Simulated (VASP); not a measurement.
# Hf2N (P4_2/mnm) in VASP: further runs

Hf2N is run at these levels: PBEsol; tasks: single point.

All numbers are computed with VASP 6.6.1; they aren't measurements. Logs are shortened: lines on timing, memory, paths and dates and some standing lists are left out, and cuts for length are marked.

## (1) The cell of the first run

The structure is tetragonal, space group P4_2/mnm (No. 136). The conventional cell has a = 5.313 Å, b = 5.313 Å, c = 3.242 Å, α = 90.00°, β = 90.00°, γ = 90.00°. Within 2.9 Å of Hf (site symmetry m2m) lie 3 N at 2.22 to 2.23 Å. Within 2.9 Å of N (site symmetry mmm) lie 6 Hf at 2.22 to 2.23 Å.

## (2) Single point, PBEsol

File INCAR:

```
SYSTEM = Hf2N
ALGO     = Normal         ! electronic algorithm
EDIFF    = 1E-7           ! SCF threshold, eV
ENCUT    = 520            ! plane-wave cutoff, eV
GGA      = PS             ! functional
ISIF     = 2              ! what is computed and relaxed
ISMEAR   = 1              ! smearing method
LASPH    = .True.         ! aspherical terms in the spheres
LCHARG   = .False.        ! write CHGCAR
LREAL    = .False.        ! projectors in reciprocal space
LWAVE    = .False.        ! write WAVECAR
NBANDS   = 34             ! bands
NELM     = 100            ! most SCF steps
PREC     = Accurate       ! precision mode
SIGMA    = 0.01           ! smearing width, eV
```

File KPOINTS:

```
k-points
0
Gamma
  8 8 12
  0 0 0
```

File POSCAR:

```
Hf2N
1.0
    5.3131240200      0.0000000000      0.0000000000
    0.0000000000      5.3131240200      0.0000000000
    0.0000000000      0.0000000000      3.2420983900
Hf N
4 2
Direct
    0.2955363700      0.2955363700      0.0000000000
    0.7044636300      0.7044636300      0.0000000000
    0.7955363700      0.2044636300      0.5000000000
    0.2044636300      0.7955363700      0.5000000000
    0.0000000000      0.0000000000      0.0000000000
    0.5000000000      0.5000000000      0.5000000000
```

Potentials or basis: VASP PAW PBE potentials, release 64 (Hf_pv, N).

Command:

```bash
$ cat potpaw_PBE.64/Hf_pv/POTCAR potpaw_PBE.64/N/POTCAR > POTCAR
$ mpirun -np 1 vasp_std > vasp.out
```

OUTCAR:

```text
SYSTEM = Hf2N
   EDIFF = 1E-7
   ENCUT = 520
   GGA = PS
   ISIF = 2
   ISMEAR = 1
   LASPH = .True.
   LREAL = .False.
   NELM = 100
   PREC = Accurate

 ion  position               nearest neighbor table
   1  0.296  0.296  0.000-   5 2.22   6 2.23   6 2.23   2 3.07   4 3.15   3 3.15   4 3.15   3 3.15
                             4 3.15   4 3.15   3 3.15   3 3.15   2 3.82   2 3.82
   2  0.704  0.704  0.000-   5 2.22   6 2.23   6 2.23   1 3.07   4 3.15   3 3.15   4 3.15   3 3.15
                             3 3.15   3 3.15   4 3.15   4 3.15   1 3.82   1 3.82
   3  0.796  0.204  0.500-   6 2.22   5 2.23   5 2.23   4 3.07   1 3.15   1 3.15   2 3.15   2 3.15
                             2 3.15   2 3.15   1 3.15   1 3.15   4 3.82   4 3.82
   4  0.204  0.796  0.500-   6 2.22   5 2.23   5 2.23   3 3.07   1 3.15   1 3.15   2 3.15   2 3.15
                             1 3.15   1 3.15   2 3.15   2 3.15   3 3.82   3 3.82
   5  0.000  0.000  0.000-   1 2.22   2 2.22   3 2.23   4 2.23   3 2.23   4 2.23
   6  0.500  0.500  0.500-   3 2.22   4 2.22   1 2.23   2 2.23   1 2.23   2 2.23

  LATTYP: Found a simple tetragonal cell.
 ALAT       =     5.3131240200
 C/A-ratio  =     0.6102056677

  Lattice vectors:

 A1 = (   5.3131240200,   0.0000000000,   0.0000000000)
 A2 = (   0.0000000000,   5.3131240200,   0.0000000000)
 A3 = (   0.0000000000,   0.0000000000,   3.2420983900)

Analysis of symmetry for initial positions (statically):
=====================================================================
 Subroutine PRICEL returns:
 Original cell was already a primitive cell.

 Routine SETGRP: Setting up the symmetry group for a
 simple tetragonal supercell.

 Subroutine GETGRP returns: Found 16 space group operations
 (whereof  8 operations were pure point group operations)
 out of a pool of 16 trial point group operations.

The static configuration has the point symmetry D_2h.
 The point group associated with its full space group is D_4h.

Analysis of symmetry for dynamics (positions and initial velocities):
=====================================================================
 Subroutine PRICEL returns:
 Original cell was already a primitive cell.

 Routine SETGRP: Setting up the symmetry group for a
 simple tetragonal supercell.

 Subroutine GETGRP returns: Found 16 space group operations
 (whereof  8 operations were pure point group operations)
 out of a pool of 16 trial point group operations.

The dynamic configuration has the point symmetry D_2h.
 The point group associated with its full space group is D_4h.

 Subroutine INISYM returns: Found 16 space group operations
 (whereof  8 operations are pure point group operations),
 and found     1 'primitive' translations

----------------------------------------------------------------------------------------

                                     Primitive cell

  volume of cell :      91.5221

  direct lattice vectors                    reciprocal lattice vectors
     5.313124020  0.000000000  0.000000000     0.188213186  0.000000000  0.000000000
     0.000000000  5.313124020  0.000000000     0.000000000  0.188213186  0.000000000
     0.000000000  0.000000000  3.242098390     0.000000000  0.000000000  0.308442212

  length of vectors
     5.313124020  5.313124020  3.242098390     0.188213186  0.188213186  0.308442212

  position of ions in fractional coordinates (direct lattice)
     0.295536370  0.295536370  0.000000000
     0.704463630  0.704463630  0.000000000
     0.795536370  0.204463630  0.500000000
     0.204463630  0.795536370  0.500000000
     0.000000000  0.000000000  0.000000000
     0.500000000  0.500000000  0.500000000

  ion indices of the primitive-cell ions
   primitive index   ion index
                 1           1
                 2           2
                 3           3
                 4           4
                 5           5
                 6           6

----------------------------------------------------------------------------------------

 KPOINTS: k-points

Automatic generation of k-mesh.
 Grid dimensions read from file:
 generate k-points for:    8    8   12

 Generating k-lattice:

  Cartesian coordinates                     Fractional coordinates (reciprocal lattice)
     0.023526648  0.000000000  0.000000000     0.125000000  0.000000000  0.000000000
     0.000000000  0.023526648  0.000000000     0.000000000  0.125000000  0.000000000
     0.000000000  0.000000000  0.025703518     0.000000000  0.000000000  0.083333333

  Length of vectors
     0.023526648  0.023526648  0.025703518

  Shift w.r.t. Gamma in fractional coordinates (k-lattice)
     0.000000000  0.000000000  0.000000000

 Subroutine IBZKPT returns following result:
 ===========================================

 Found    105 irreducible k-points:

 Following reciprocal coordinates:
            Coordinates               Weight
  0.000000  0.000000  0.000000      1.000000
  0.125000  0.000000  0.000000      4.000000
  0.250000  0.000000  0.000000      4.000000
  0.375000  0.000000  0.000000      4.000000
  0.500000  0.000000  0.000000      2.000000
  0.125000  0.125000  0.000000      4.000000
[... 16 lines left out ...]
  0.375000  0.125000  0.083333     16.000000
  0.500000  0.125000  0.083333      8.000000
 [... further k-points ...]
   k-points           NKPTS =    105   k-points in BZ     NKDIM =    105   number of bands    NBANDS=     34
   number of dos      NEDOS =    301   number of ions     NIONS =      6
   total plane-waves  NPLWV =  38400
   dimension x,y,z NGX =    40 NGY =   40 NGZ =   24
   dimension x,y,z NGXF=    80 NGYF=   80 NGZF=   48
   ions per type =               4   2
   NGX,Y,Z   is equivalent  to a cutoff of  12.52, 12.52, 12.31 a.u.
   NGXF,Y,Z  is equivalent  to a cutoff of  25.03, 25.03, 24.61 a.u.
 SYSTEM =  Hf2N
   PREC   = accura    normal or accurate (medium, high low for compatibility)
   ISTART =      0    job   : 0-new  1-cont  2-samecut
   ICHARG =      2    charge: 1-file 2-atom 10-const
   ISPIN  =      1    spin polarized calculation?
   LNONCOLLINEAR =      F non collinear calculations
   LSORBIT =      F    spin-orbit coupling
   LASPH  =      T    aspherical Exc in radial PAW
   ENCUT  =  520.0 eV  38.22 Ry    6.18 a.u.   9.88  9.88  6.03*2*pi/ulx,y,z
   NELM   =    100;   NELMIN=  2; NELMDL= -5     # of ELM steps
   EDIFF  = 0.1E-06   stopping-criterion for ELM
   LREAL  =      F    real-space projection
   EDIFFG = 0.1E-05   stopping-criterion for IOM
   NSW    =      0    number of steps for IOM
   IBRION =     -1    ionic relax: 0-MD 1-quasi-New 2-CG
   NFREE  =      0    steps in history (QN), initial steepest desc. (CG)
   ISIF   =      2    stress and relaxation
   ISYM   =      2    0-nonsym 1-usesym 2-fastsym
   POTIM  = 0.5000    time-step for ionic-motion
   TEBEG  =    0.0;   TEEND  =   0.0 temperature during run
   PSTRESS=    0.0 pullay stress
   NELECT =      50.0000    total number of electrons
   NUPDOWN=      -1.0000    fix difference up-down
   EMIN   =  10.00;   EMAX   =-10.00  energy-range for DOS
   EFERMI =   0.00;   METHOD = LEGACY
   ISMEAR =     1;   SIGMA  =   0.01  broadening in eV -4-tet -1-fermi 0-gaus
   EFERMI_NEDOS =   21; number of points for ismear=-14 and -15
   IALGO  =     38    algorithm
   IMIX   =      4    mixing-type and parameters
     AMIX     =   0.40;   BMIX     =  1.00
     AMIX_MAG =   1.60;   BMIX_MAG =  1.00
  volume/ion in A,a.u.               =      15.25       102.94
  Fermi-wavevector in a.u.,A,eV,Ry     =   1.338308  2.529036 24.368970  1.791069
  Thomas-Fermi vector in A             =   2.466789
   LORBIT       =      0    0 simple, 1 ext, 2 COOP (PROOUT), +10 PAW based schemes
   GGA     = PS    functional components
   LHFCALC =     F    Hartree Fock is set to
   AEXX    =    0.0000 exact exchange contribution
   IVDW    =     0    specifies the selected vdW correction
   LEPSILON=     F    determine dielectric tensor
   LRPA    =     F    only Hartree local field effects (RPA)
 non-spin polarized calculation
 Methfessel and Paxton  Order N= 1 SIGMA  =   0.01
  energy-cutoff  :      520.00
  volume of cell :       91.52
 maximum number of plane-waves:      2496
 NGX is ok and might be reduce to    40
   NGX = 19   NGY = 19   NGZ = 13

 number of electron      50.0000008 magnetization

 Free energy of the ion-electron system (eV)
  ---------------------------------------------------
  ext. energy  EPLUGINS =         0.00000000
  ---------------------------------------------------
  free energy    TOTEN  =       -67.48447010 eV

  energy without entropy =      -67.48441037  energy(sigma->0) =      -67.48445019

 E-fermi :   5.8096     XC(G=0): -12.1054

 val. band max:        5.8091387774   @ k =   0.5000   0.0000   0.2500
 cond. band min:       5.8373633316   @ k =   0.5000   0.5000   0.2500
 fundamental gap:      0.0282245542
 Fermi energy:         5.8096037705

 k-point     1 :       0.0000    0.0000    0.0000
  band No.  band energies     occupation
      1     -25.3415      2.00000
      2     -24.8459      2.00000
      3     -24.7826      2.00000
      4     -24.7826      2.00000
      5     -24.5558      2.00000
      6     -24.4107      2.00000
[... 26 lines left out ...]
     33       9.0578      0.00000
     34       9.0578      0.00000

 k-point     2 :       0.1250    0.0000    0.0000
  band No.  band energies     occupation
      1     -25.3194      2.00000
      2     -24.8395      2.00000
      3     -24.8083      2.00000
      4     -24.7511      2.00000
      5     -24.5474      2.00000
      6     -24.4060      2.00000
[... 26 lines left out ...]
     33       9.0289      0.00000
     34       9.3260      0.00000

 k-point     3 :       0.2500    0.0000    0.0000
  band No.  band energies     occupation
      1     -25.2578      2.00000
      2     -24.8754      2.00000
      3     -24.8028      2.00000
      4     -24.6770      2.00000
      5     -24.5234      2.00000
      6     -24.4122      2.00000
[... 26 lines left out ...]
     33       9.0039      0.00000
     34       9.7245      0.00000
[... 704 lines left out ...]
 k-point    23 :       0.3750    0.1250    0.0833
  band No.  band energies     occupation
      1     -25.1360      2.00000
      2     -24.9417      2.00000
      3     -24.7243      2.00000
      4     -24.6069      2.00000
      5     -24.5033      2.00000
      6     -24.4827      2.00000
[... 26 lines left out ...]
     33       9.7785      0.00000
     34      10.3055      0.00000

 k-point    24 :       0.5000    0.1250    0.0833
  band No.  band energies     occupation
      1     -25.0384      2.00000
      2     -25.0384      2.00000
      3     -24.6230      2.00000
      4     -24.6230      2.00000
      5     -24.5323      2.00000
      6     -24.5323      2.00000
[... 26 lines left out ...]
     33       9.8151      0.00000
     34       9.8151      0.00000

 [... further k-points ...]
[... 5 lines left out ...]
  --------------------------------------------------------------------------------------
  -------------------------------------------------------------------------------------
  Total       -1.7645907     -1.7645907     -2.0921637      0.0000000      0.0000000      0.0000000
  in kB      -30.8907507    -30.8907507    -36.6252115      0.0000000      0.0000000      0.0000000
  external PRESSURE =     -32.8022376 kB  Pullay stress =       0.0000000 kB

 VOLUME and BASIS-vectors are now :
 -----------------------------------------------------------------------------
  energy-cutoff  :      520.00
  volume of cell :       91.52
      direct lattice vectors                 reciprocal lattice vectors
     5.313124020  0.000000000  0.000000000     0.188213186  0.000000000  0.000000000
     0.000000000  5.313124020  0.000000000     0.000000000  0.188213186  0.000000000
     0.000000000  0.000000000  3.242098390     0.000000000  0.000000000  0.308442212

 POSITION                                       TOTAL-FORCE (eV/Angst)
 -----------------------------------------------------------------------------------
      1.57022      1.57022      0.00000         0.007712      0.007712      0.000000
      3.74290      3.74290      0.00000        -0.007712     -0.007712     -0.000000
      4.22678      1.08634      1.62105         0.007712     -0.007712     -0.000000
      1.08634      4.22678      1.62105        -0.007712      0.007712     -0.000000
      0.00000      0.00000      0.00000         0.000000     -0.000000     -0.000000
      2.65656      2.65656      1.62105         0.000000     -0.000000     -0.000000
 -----------------------------------------------------------------------------------
    total drift:                                0.000000      0.000000      0.000000

  FREE ENERGIE OF THE ION-ELECTRON SYSTEM (eV)
  ---------------------------------------------------
  free  energy   TOTEN  =       -67.4844700990 eV

  energy  without entropy=      -67.4844103722  energy(sigma->0) =      -67.48445019
```

Run time: 7 min. Hardware: 1 thread of Intel Xeon 8259CL, shared host; peak memory 0.37 GiB.

Results:

```yaml
Free_energy: -67.4845 eV
Pressure: -3.3 GPa
Largest_force: 0.011 eV/Å
Band_gap_on_the_k_mesh: zero (bands 25 and 26 overlap by 2.66 eV)
```

Forces in eV/Å, atoms in the order of the input:
```
Hf   0.008  0.008  0.000
Hf  -0.008 -0.008  0.000
Hf   0.008 -0.008  0.000
Hf  -0.008  0.008  0.000
N    0.000  0.000  0.000
N    0.000  0.000  0.000
```

Levels at points of the mesh, in eV from the Fermi level:
```csv
k point,band 23,band 24,band 25,band 26,band 27,band 28
"(0.00, 0.00, 0.00)",-0.13,0.79,1.02,1.10,1.10,1.54
"(0.50, 0.00, 0.00)",-1.07,-1.07,1.40,1.40,1.84,1.84
"(0.50, 0.50, 0.00)",-1.43,-1.43,1.04,1.04,1.50,1.50
"(0.00, 0.00, 0.50)",-1.27,-1.27,-1.26,-1.26,2.16,2.16
"(0.50, 0.00, 0.50)",-1.18,-1.18,-0.95,-0.95,1.76,1.76
"(0.50, 0.50, 0.50)",-0.86,-0.86,-0.58,-0.58,1.27,1.27
```

Caveat: the cell stands under tension; the PAW data sets were made with another functional, which shifts forces and pressure a little; spin-orbit coupling is left out, which moves the levels of the heavy elements.

## (3) Single point, PBEsol

File INCAR:

```
SYSTEM = Hf2N
PREC = Accurate
ENCUT = 520
EDIFF = 1E-7
ISMEAR = 1
SIGMA = 0.3
LREAL = .FALSE.
LASPH = .TRUE.
NELM = 60
ALGO = Normal
ISIF = 2
LWAVE = .FALSE.
LCHARG = .FALSE.
GGA = PS
NBANDS = 34
```

File KPOINTS:

```
Automatic mesh
0
G
  8 8 12
  0 0 0
```

POSCAR is that of step 2.

Potentials or basis: VASP PAW PBE potentials, release 64 (Hf_pv, N).

Command:

```bash
$ cat potpaw_PBE.64/Hf_pv/POTCAR potpaw_PBE.64/N/POTCAR > POTCAR
$ mpirun -np 1 vasp_std > vasp.out
```

Run time: 7 min. Hardware: 1 thread of Intel Xeon 8259CL, shared host; peak memory 0.37 GiB.

It converged, with:

- Free energy: -67.4843 eV
- Pressure: -3.3 GPa
- Largest force: 0.016 eV/Å
- Band gap on the k mesh: zero (bands 25 and 26 overlap by 2.66 eV)

Forces in eV/Å, atoms in the order of the input:
```
Hf   0.012  0.012  0.000
Hf  -0.012 -0.012  0.000
Hf   0.012 -0.012  0.000
Hf  -0.012  0.012  0.000
N    0.000  0.000  0.000
N    0.000  0.000  0.000
```

Stress tensor (GPa, compression positive):
```
-3.03  0.00  0.00
 0.00 -3.03  0.00
 0.00  0.00 -3.74
```

Levels at points of the mesh, in eV from the Fermi level:
| k point | band 23 | band 24 | band 25 | band 26 | band 27 | band 28 |
| --- | --- | --- | --- | --- | --- | --- |
| (0.00, 0.00, 0.00) | -0.11 | 0.80 | 1.04 | 1.12 | 1.12 | 1.56 |
| (0.50, 0.00, 0.00) | -1.05 | -1.05 | 1.42 | 1.42 | 1.86 | 1.86 |
| (0.50, 0.50, 0.00) | -1.41 | -1.41 | 1.06 | 1.06 | 1.51 | 1.51 |
| (0.00, 0.00, 0.50) | -1.26 | -1.26 | -1.24 | -1.24 | 2.18 | 2.18 |
| (0.50, 0.00, 0.50) | -1.16 | -1.16 | -0.93 | -0.93 | 1.78 | 1.78 |
| (0.50, 0.50, 0.50) | -0.84 | -0.84 | -0.57 | -0.57 | 1.29 | 1.29 |

Caveat: the cell stands under tension; so wide a smearing shifts energies and pressures; the PAW data sets were made with another functional, which shifts forces and pressure a little; spin-orbit coupling is left out, which moves the levels of the heavy elements.

The gap in the log of VASP goes by the Fermi energy; the results here count the filled bands.